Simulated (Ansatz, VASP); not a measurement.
SiO2: VASP beside Ansatz

```xyz
6
Lattice="4.2332 0.0000 0.0000 0.0000 4.2332 0.0000 0.0000 0.0000 2.6935" Properties=species:S:1:pos:R:3 pbc="T T T"
Si    0.0000    0.0000    0.0000
Si    2.1166    2.1166    1.3467
O     3.4155    0.8177    1.3467
O     1.2989    1.2989    0.0000
O     0.8177    3.4155    1.3467
O     2.9343    2.9343    0.0000
```

Alike in both runs: functional HSE06; k mesh 4 × 4 × 6; no spin polarisation.

|  | VASP | Ansatz |
| --- | --- | --- |
| version | VASP 6.6.1 | Ansatz 0.2.0 |
| potentials or method | VASP PAW PBE potentials, release 64 (Si, O) | Ansatz PAW |
| plane-wave cutoff (eV) | 520 | 420 |
| occupations | gaussian, width 0.01 eV | fixed |
| valence electrons in the cell | 32 | 32 |
| task | single point | band structure |

|  | VASP | Ansatz | Ansatz less VASP |
| --- | --- | --- | --- |
| gap on the k mesh at the Fermi level (eV) | 7.08 | 7.10 | +0.020 |
| least direct gap on the mesh (eV) | 7.08 | 7.10 | +0.020 |
| pressure (GPa) | -11.5 | -11.4 | +0.06 |
| traceless stress, the component that is largest in VASP (GPa) | -1.58 | -1.96 | -0.380 |
| rms of the force components (eV/Å) | 0.070 | 0.077 | +0.0069 |

Atom by atom the forces differ by 0.007 eV/Å (rms over components).
